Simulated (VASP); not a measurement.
A run of VASP 6.6.1 is set up as follows.

File INCAR:

```
ALGO = Normal
EDIFF = 1E-6
ENCUT = 520
GGA = PE
ISIF = 2
ISMEAR = 0
LASPH = T
LCHARG = F
LREAL = F
LWAVE = F
NBANDS = 26
NELM = 60
PREC = Accurate
SIGMA = 0.1
```

The input KPOINTS:

```
k-points
0
Gamma
  4 4 4
```

POSCAR

```
CdTe4
1.0
    5.5984600100      0.0000000000      0.0000000000
    0.0000000000      5.5984600100      0.0000000000
    0.0000000000      0.0000000000      5.5984600100
Cd Te
1 4
Direct
    0.0000000000      0.0000000000      0.0000000000
    0.0000000000      0.5000000000      0.5000000000
    0.5000000000      0.0000000000      0.5000000000
    0.5000000000      0.5000000000      0.0000000000
    0.5000000000      0.5000000000      0.5000000000
```

Potentials or basis: VASP PAW PBE potentials, release 64 (Cd, Te).

The run is started by

```sh
$ cat potpaw_PBE.64/Cd/POTCAR potpaw_PBE.64/Te/POTCAR > POTCAR
$ mpirun -np 1 vasp_std > vasp.out
```

**Question.** Predict the band gap on the k mesh.

**Answer.** Zero (bands 18 and 19 overlap by 0.91 eV).

**Question.** Predict the pressure.

**Answer.** 4.5 GPa.

Caveat: the cell stands under pressure; spin-orbit coupling is left out, which moves the levels of the heavy elements.
